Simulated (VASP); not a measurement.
# Al (I4/mmm) in VASP: further runs

Al is run at these levels: PBE; tasks: single point.

Everything below comes from runs of VASP 6.6.1. Logs are shortened: lines on timing, memory, paths and dates and some standing lists are left out, and cuts for length are marked.

### Step 1. The cell of the first run

The structure is tetragonal, space group I4/mmm (No. 139). The conventional cell has a = 2.979 Å, b = 2.979 Å, c = 4.017 Å, α = 90.00°, β = 90.00°, γ = 90.00°. Al (site symmetry 4/mmm) has 12 Al at 2.91 to 2.98 Å within 3.8 Å.

### Step 2. Single point, PBE (volume 17.831 Å^3 an atom, c/a of the conventional cell 1.3484)

INCAR

```
SYSTEM = Al
ALGO     = Normal         ! electronic algorithm
EDIFF    = 1E-6           ! SCF threshold, eV
ENCUT    = 520            ! plane-wave cutoff, eV
GGA      = PE             ! functional
ISIF     = 2              ! what is computed and relaxed
ISMEAR   = 0              ! smearing method
LASPH    = .TRUE.         ! aspherical terms in the spheres
LCHARG   = .FALSE.        ! write CHGCAR
LREAL    = .FALSE.        ! projectors in reciprocal space
LWAVE    = .FALSE.        ! write WAVECAR
NBANDS   = 8              ! bands
NELM     = 80             ! most SCF steps
PREC     = Accurate       ! precision mode
SIGMA    = 0.15           ! smearing width, eV
```

KPOINTS

```
k-points
0
G
  22 22 22
  0 0 0
```

POSCAR

```
Al
1.0
   -1.4897005849      1.4897005849      2.0087122686
    1.4897005849     -1.4897005849      2.0087122686
    1.4897005849      1.4897005849     -2.0087122686
Al
1
Direct
    0.0000000000      0.0000000000      0.0000000000
```

Potentials or basis: VASP PAW PBE potentials, release 64 (Al).

On the command line:

```
$ cat potpaw_PBE.64/Al/POTCAR > POTCAR
$ mpirun -np 1 vasp_std > vasp.out
```

OUTCAR:

```text
SYSTEM = Al
   EDIFF = 1E-6
   ENCUT = 520
   GGA = PE
   ISIF = 2
   ISMEAR = 0
   LASPH = .TRUE.
   LREAL = .FALSE.
   NELM = 80
   PREC = Accurate

 ion  position               nearest neighbor table
   1  0.000  0.000  0.000-

  LATTYP: Found a body centered tetragonal cell.
 ALAT       =     2.9794011698
 C/A-ratio  =     1.3483999999

  Lattice vectors:

 A1 = (  -1.4897005849,   1.4897005849,   2.0087122686)
 A2 = (   1.4897005849,  -1.4897005849,   2.0087122686)
 A3 = (   1.4897005849,   1.4897005849,  -2.0087122686)

Analysis of symmetry for initial positions (statically):
=====================================================================
 Subroutine PRICEL returns:
 Original cell was already a primitive cell.

 Routine SETGRP: Setting up the symmetry group for a
 body centered tetragonal supercell.

 Subroutine GETGRP returns: Found 16 space group operations
 (whereof 16 operations were pure point group operations)
 out of a pool of 16 trial point group operations.

The static configuration has the point symmetry D_4h.

Analysis of symmetry for dynamics (positions and initial velocities):
=====================================================================
 Subroutine PRICEL returns:
 Original cell was already a primitive cell.

 Routine SETGRP: Setting up the symmetry group for a
 body centered tetragonal supercell.

 Subroutine GETGRP returns: Found 16 space group operations
 (whereof 16 operations were pure point group operations)
 out of a pool of 16 trial point group operations.

The dynamic configuration has the point symmetry D_4h.

 Subroutine INISYM returns: Found 16 space group operations
 (whereof 16 operations are pure point group operations),
 and found     1 'primitive' translations

----------------------------------------------------------------------------------------

                                     Primitive cell

  volume of cell :      17.8310

  direct lattice vectors                    reciprocal lattice vectors
    -1.489700585  1.489700585  2.008712269     0.000000000  0.335637916  0.248915690
     1.489700585 -1.489700585  2.008712269     0.335637916  0.000000000  0.248915690
     1.489700585  1.489700585 -2.008712269     0.335637916  0.335637916  0.000000000

  length of vectors
     2.910900315  2.910900315  2.910900315     0.417865805  0.417865805  0.474663693

  position of ions in fractional coordinates (direct lattice)
     0.000000000  0.000000000  0.000000000

  ion indices of the primitive-cell ions
   primitive index   ion index
                 1           1

----------------------------------------------------------------------------------------

 KPOINTS: k-points

Automatic generation of k-mesh.
 Grid dimensions read from file:
 generate k-points for:   22   22   22

 Generating k-lattice:

  Cartesian coordinates                     Fractional coordinates (reciprocal lattice)
     0.000000000  0.015256269  0.011314350     0.045454545  0.000000000  0.000000000
     0.015256269  0.000000000  0.011314350     0.000000000  0.045454545  0.000000000
     0.015256269  0.015256269  0.000000000     0.000000000  0.000000000  0.045454545

  Length of vectors
     0.018993900  0.018993900  0.021575622

  Shift w.r.t. Gamma in fractional coordinates (k-lattice)
     0.000000000  0.000000000  0.000000000

 Subroutine IBZKPT returns following result:
 ===========================================

 Found    834 irreducible k-points:

 Following reciprocal coordinates:
            Coordinates               Weight
  0.000000  0.000000  0.000000      1.000000
  0.045455  0.000000  0.000000      8.000000
  0.090909  0.000000  0.000000      8.000000
  0.136364  0.000000  0.000000      8.000000
  0.181818  0.000000  0.000000      8.000000
  0.227273  0.000000 -0.000000      8.000000
[... 16 lines left out ...]
  0.500000  0.045455 -0.000000     16.000000
 -0.454545  0.045455  0.000000     16.000000
 [... further k-points ...]
   k-points           NKPTS =    834   k-points in BZ     NKDIM =    834   number of bands    NBANDS=      8
   number of dos      NEDOS =    301   number of ions     NIONS =      1
   total plane-waves  NPLWV =  13824
   dimension x,y,z NGX =    24 NGY =   24 NGZ =   24
   dimension x,y,z NGXF=    48 NGYF=   48 NGZF=   48
   ions per type =               1
   NGX,Y,Z   is equivalent  to a cutoff of  13.71, 13.71, 13.71 a.u.
   NGXF,Y,Z  is equivalent  to a cutoff of  27.41, 27.41, 27.41 a.u.
 SYSTEM =  Al
   PREC   = accura    normal or accurate (medium, high low for compatibility)
   ISTART =      0    job   : 0-new  1-cont  2-samecut
   ICHARG =      2    charge: 1-file 2-atom 10-const
   ISPIN  =      1    spin polarized calculation?
   LNONCOLLINEAR =      F non collinear calculations
   LSORBIT =      F    spin-orbit coupling
   LASPH  =      T    aspherical Exc in radial PAW
   ENCUT  =  520.0 eV  38.22 Ry    6.18 a.u.   5.41  5.41  5.41*2*pi/ulx,y,z
   NELM   =     80;   NELMIN=  2; NELMDL= -5     # of ELM steps
   EDIFF  = 0.1E-05   stopping-criterion for ELM
   LREAL  =      F    real-space projection
   EDIFFG = 0.1E-04   stopping-criterion for IOM
   NSW    =      0    number of steps for IOM
   IBRION =     -1    ionic relax: 0-MD 1-quasi-New 2-CG
   NFREE  =      0    steps in history (QN), initial steepest desc. (CG)
   ISIF   =      2    stress and relaxation
   ISYM   =      2    0-nonsym 1-usesym 2-fastsym
   POTIM  = 0.5000    time-step for ionic-motion
   TEBEG  =    0.0;   TEEND  =   0.0 temperature during run
   PSTRESS=    0.0 pullay stress
   NELECT =       3.0000    total number of electrons
   NUPDOWN=      -1.0000    fix difference up-down
   EMIN   =  10.00;   EMAX   =-10.00  energy-range for DOS
   EFERMI =   0.00;   METHOD = LEGACY
   ISMEAR =     0;   SIGMA  =   0.15  broadening in eV -4-tet -1-fermi 0-gaus
   EFERMI_NEDOS =   21; number of points for ismear=-14 and -15
   IALGO  =     38    algorithm
   IMIX   =      4    mixing-type and parameters
     AMIX     =   0.40;   BMIX     =  1.00
     AMIX_MAG =   1.60;   BMIX_MAG =  1.00
  volume/ion in A,a.u.               =      17.83       120.33
  Fermi-wavevector in a.u.,A,eV,Ry     =   0.903767  1.707873 11.113178  0.816796
  Thomas-Fermi vector in A             =   2.027133
   LORBIT       =      0    0 simple, 1 ext, 2 COOP (PROOUT), +10 PAW based schemes
   GGA     = PE    functional components
   LHFCALC =     F    Hartree Fock is set to
   AEXX    =    0.0000 exact exchange contribution
   IVDW    =     0    specifies the selected vdW correction
   LEPSILON=     F    determine dielectric tensor
   LRPA    =     F    only Hartree local field effects (RPA)
 non-spin polarized calculation
 Gauss-broadening in eV      SIGMA  =   0.15
  energy-cutoff  :      520.00
  volume of cell :       17.83
 maximum number of plane-waves:       507
 NGX is ok and might be reduce to    24
   NGX = 11   NGY = 11   NGZ = 11

 number of electron       3.0000000 magnetization

 Free energy of the ion-electron system (eV)
  ---------------------------------------------------
  ext. energy  EPLUGINS =         0.00000000
  ---------------------------------------------------
  free energy    TOTEN  =        -3.72287965 eV

  energy without entropy =       -3.71837803  energy(sigma->0) =       -3.72062884

 E-fermi :   7.2098     XC(G=0):  -9.9192

 val. band max:        7.2096119580   @ k =   0.5000   0.5000   0.2273
 cond. band min:       7.2165335673   @ k =  -0.4091   0.1364  -0.0000
 fundamental gap:      0.0069216093
 Fermi energy:         7.2098331184

 k-point     1 :       0.0000    0.0000    0.0000
  band No.  band energies     occupation
      1      -3.3951      2.00000
      2      19.2780      0.00000
      3      19.2780      0.00000
      4      19.7630      0.00000
      5      20.2553      0.00000
      6      20.3972      0.00000
      7      20.3972      0.00000
      8      23.1636      0.00000

 k-point     2 :       0.0455    0.0000    0.0000
  band No.  band energies     occupation
      1      -3.3417      2.00000
      2      18.2024      0.00000
      3      18.9843      0.00000
      4      19.3115      0.00000
      5      20.6728      0.00000
      6      20.7642      0.00000
      7      20.9952      0.00000
      8      23.7175      0.00000

 k-point     3 :       0.0909    0.0000    0.0000
  band No.  band energies     occupation
      1      -3.1816      2.00000
      2      16.4956      0.00000
      3      18.5013      0.00000
      4      18.8478      0.00000
      5      21.1827      0.00000
      6      21.3963      0.00000
      7      21.4368      0.00000
      8      23.9843      0.00000

 k-point     4 :       0.1364    0.0000    0.0000
  band No.  band energies     occupation
      1      -2.9151      2.00000
      2      14.7345      0.00000
      3      18.0526      0.00000
      4      18.4570      0.00000
      5      21.1542      0.00000
      6      21.9532      0.00000
      7      22.1050      0.00000
      8      23.4839      0.00000

 k-point     5 :       0.1818    0.0000    0.0000
  band No.  band energies     occupation
      1      -2.5428      2.00000
      2      13.0010      0.00000
      3      17.6773      0.00000
      4      18.1489      0.00000
      5      21.0417      0.00000
      6      21.6391      0.00000
      7      22.5155      0.00000
      8      23.9153      0.00000

 k-point     6 :       0.2273    0.0000   -0.0000
  band No.  band energies     occupation
      1      -2.0655      2.00000
      2      11.3235      0.00000
      3      17.3858      0.00000
      4      17.9266      0.00000
      5      20.9184      0.00000
      6      20.9386      0.00000
      7      22.0452      0.00000
      8      24.5359      0.00000

 k-point     7 :       0.2727   -0.0000    0.0000
  band No.  band energies     occupation
      1      -1.4842      2.00000
      2       9.7160      0.00000
      3      17.1813      0.00000
      4      17.7909      0.00000
      5      20.1813      0.00000
      6      20.8833      0.00000
      7      21.3144      0.00000
      8      25.0250      0.00000
[... 133 lines left out ...]
 k-point    20 :       0.3636    0.0455    0.0000
  band No.  band energies     occupation
      1       0.3343      2.00000
      2       6.2920      2.00000
      3      15.8983      0.00000
      4      18.1674      0.00000
      5      18.7390      0.00000
      6      20.0496      0.00000
      7      21.5992      0.00000
      8      23.4306      0.00000

 k-point    21 :       0.4091    0.0455    0.0000
  band No.  band energies     occupation
      1       1.2551      2.00000
      2       4.9655      2.00000
      3      16.0018      0.00000
      4      17.7735      0.00000
      5      18.7650      0.00000
      6      19.4925      0.00000
      7      21.8089      0.00000
      8      22.8929      0.00000

 k-point    22 :       0.4545    0.0455   -0.0000
  band No.  band energies     occupation
      1       2.2736      2.00000
      2       3.7300      2.00000
      3      16.1960      0.00000
      4      17.3876      0.00000
      5      18.9143      0.00000
      6      19.0683      0.00000
      7      22.0042      0.00000
      8      22.5453      0.00000

 k-point    23 :       0.5000    0.0455   -0.0000
  band No.  band energies     occupation
      1       2.5877      2.00000
      2       3.3883      2.00000
      3      16.4764      0.00000
      4      17.0777      0.00000
      5      18.6149      0.00000
      6      19.2900      0.00000
      7      21.8590      0.00000
      8      22.7191      0.00000

 k-point    24 :      -0.4545    0.0455    0.0000
  band No.  band energies     occupation
      1       1.5411      2.00000
      2       4.5967      2.00000
      3      16.7583      0.00000
      4      16.9370      0.00000
      5      18.3280      0.00000
      6      19.6889      0.00000
      7      21.6026      0.00000
      8      23.1852      0.00000

 [... further k-points ...]
[... 5 lines left out ...]
  --------------------------------------------------------------------------------------
  -------------------------------------------------------------------------------------
  Total       -0.6205945     -0.6205945     -0.4178933      0.0000000      0.0000000      0.0000000
  in kB      -55.7625750    -55.7625750    -37.5491636      0.0000000      0.0000000      0.0000000
  external PRESSURE =     -49.6914379 kB  Pullay stress =       0.0000000 kB

 VOLUME and BASIS-vectors are now :
 -----------------------------------------------------------------------------
  energy-cutoff  :      520.00
  volume of cell :       17.83
      direct lattice vectors                 reciprocal lattice vectors
    -1.489700585  1.489700585  2.008712269     0.000000000  0.335637916  0.248915690
     1.489700585 -1.489700585  2.008712269     0.335637916  0.000000000  0.248915690
     1.489700585  1.489700585 -2.008712269     0.335637916  0.335637916  0.000000000

 POSITION                                       TOTAL-FORCE (eV/Angst)
 -----------------------------------------------------------------------------------
      0.00000      0.00000      0.00000        -0.000000     -0.000000      0.000000
 -----------------------------------------------------------------------------------
    total drift:                                0.000000     -0.000000     -0.000000

  FREE ENERGIE OF THE ION-ELECTRON SYSTEM (eV)
  ---------------------------------------------------
  free  energy   TOTEN  =        -3.7228796535 eV

  energy  without entropy=       -3.7183780329  energy(sigma->0) =       -3.72062884
```

Run time: 30 s. Hardware: 1 thread of Intel Xeon Platinum 8559C (Emerald Rapids), shared host; peak memory 0.22 GiB.

What came out:

```
Free energy : -3.7229 eV
Pressure    : -5.0 GPa
```

### Step 3. Single point, PBE (volume 17.831 Å^3 an atom, c/a of the conventional cell 1.1612)

INCAR

```
ALGO = Fast ; EDIFF = 1E-6
ENCUT = 520 ; GGA = PE
ISIF = 2 ; ISMEAR = 0
LASPH = T ; LCHARG = F
LREAL = F ; LWAVE = F
NBANDS = 8 ; NELM = 80
PREC = Accurate ; SIGMA = 0.15
```

KPOINTS

```
k-points
0
Gamma
  22 22 22
```

POSCAR

```
Al
1.0
   -1.5657997781      1.5657997781      1.8182067023
    1.5657997781     -1.5657997781      1.8182067023
    1.5657997781      1.5657997781     -1.8182067023
Al
1
Direct
    0.0000000000      0.0000000000      0.0000000000
```

Potentials or basis: VASP PAW PBE potentials, release 64 (Al).

On the command line:

```
$ cat potpaw_PBE.64/Al/POTCAR > POTCAR
$ mpirun -np 1 vasp_std > vasp.out
```

OUTCAR:

```text
EDIFF = 1E-6
   ENCUT = 520
   GGA = PE
   ISIF = 2
   ISMEAR = 0
   LASPH = T
   LREAL = F
   NELM = 80
   PREC = Accurate

 ion  position               nearest neighbor table
   1  0.000  0.000  0.000-

  LATTYP: Found a body centered tetragonal cell.
 ALAT       =     3.1315995562
 C/A-ratio  =     1.1612000000

  Lattice vectors:

 A1 = (  -1.5657997781,   1.5657997781,   1.8182067023)
 A2 = (   1.5657997781,  -1.5657997781,   1.8182067023)
 A3 = (   1.5657997781,   1.5657997781,  -1.8182067023)

Analysis of symmetry for initial positions (statically):
=====================================================================
 Subroutine PRICEL returns:
 Original cell was already a primitive cell.

 Routine SETGRP: Setting up the symmetry group for a
 body centered tetragonal supercell.

 Subroutine GETGRP returns: Found 16 space group operations
 (whereof 16 operations were pure point group operations)
 out of a pool of 16 trial point group operations.

The static configuration has the point symmetry D_4h.

Analysis of symmetry for dynamics (positions and initial velocities):
[... 164 lines left out ...]
 Fermi energy:         7.1758650396

 k-point     1 :       0.0000    0.0000    0.0000
  band No.  band energies     occupation
      1      -3.3926      2.00000
      2      19.2919      0.00000
      3      19.2919      0.00000
      4      20.2441      0.00000
      5      20.7285      0.00000
      6      20.7285      0.00000
      7      21.1323      0.00000
      8      22.3594      0.00000
[... 243 lines left out ...]
 k-point    24 :      -0.4545    0.0455    0.0000
  band No.  band energies     occupation
      1       1.5536      2.00000
      2       4.8251      2.00000
      3      15.3742      0.00000
      4      16.0039      0.00000
      5      18.5653      0.00000
      6      19.1228      0.00000
      7      22.7270      0.00000
      8      26.7073      0.00000

 [... further k-points ...]

------------------------ aborting loop because EDIFF is reached ----------------------------------------

  FORCE on cell =-STRESS in cart. coord.  units (eV):
  Direction    XX          YY          ZZ          XY          YZ          ZX
  --------------------------------------------------------------------------------------
  -------------------------------------------------------------------------------------
  Total       -0.6368110     -0.6368110      0.0336354      0.0000000      0.0000000      0.0000000
  in kB      -57.2196833    -57.2196833      3.0222574      0.0000000      0.0000000      0.0000000
  external PRESSURE =     -37.1390364 kB  Pullay stress =       0.0000000 kB

 VOLUME and BASIS-vectors are now :
 -----------------------------------------------------------------------------
  energy-cutoff  :      520.00
  volume of cell :       17.83
      direct lattice vectors                 reciprocal lattice vectors
    -1.565799778  1.565799778  1.818206702     0.000000000  0.319325630  0.274996236
     1.565799778 -1.565799778  1.818206702     0.319325630  0.000000000  0.274996236
     1.565799778  1.565799778 -1.818206702     0.319325630  0.319325630  0.000000000

 POSITION                                       TOTAL-FORCE (eV/Angst)
 -----------------------------------------------------------------------------------
      0.00000      0.00000      0.00000        -0.000000      0.000000     -0.000000
 -----------------------------------------------------------------------------------
    total drift:                                0.000000      0.000000      0.000000

  FREE ENERGIE OF THE ION-ELECTRON SYSTEM (eV)
  ---------------------------------------------------
  free  energy   TOTEN  =        -3.6744962555 eV

  energy  without entropy=       -3.6694058566  energy(sigma->0) =       -3.67195106
```

It took 32 s on 1 thread of Intel Xeon Platinum 8559C (Emerald Rapids), shared host; peak memory 0.22 GiB.

What came out:

| Property | Result |
| --- | --- |
| Free energy | -3.6745 eV |
| Pressure | -3.7 GPa |

Levels at points of the mesh, in eV from the Fermi level:
| k point | band 1 | band 2 | band 3 | band 4 | band 5 | band 6 |
| --- | --- | --- | --- | --- | --- | --- |
| (0.00, 0.00, 0.00) | -10.57 | 12.12 | 12.12 | 13.07 | 13.55 | 13.55 |
| (0.50, 0.00, 0.00) | -4.17 | -4.08 | 8.69 | 9.26 | 10.62 | 11.43 |
| (0.50, 0.50, 0.00) | -3.50 | -2.83 | 6.21 | 6.48 | 7.41 | 9.72 |
| (0.50, 0.50, 0.50) | -0.51 | 1.22 | 3.17 | 3.17 | 3.97 | 6.05 |
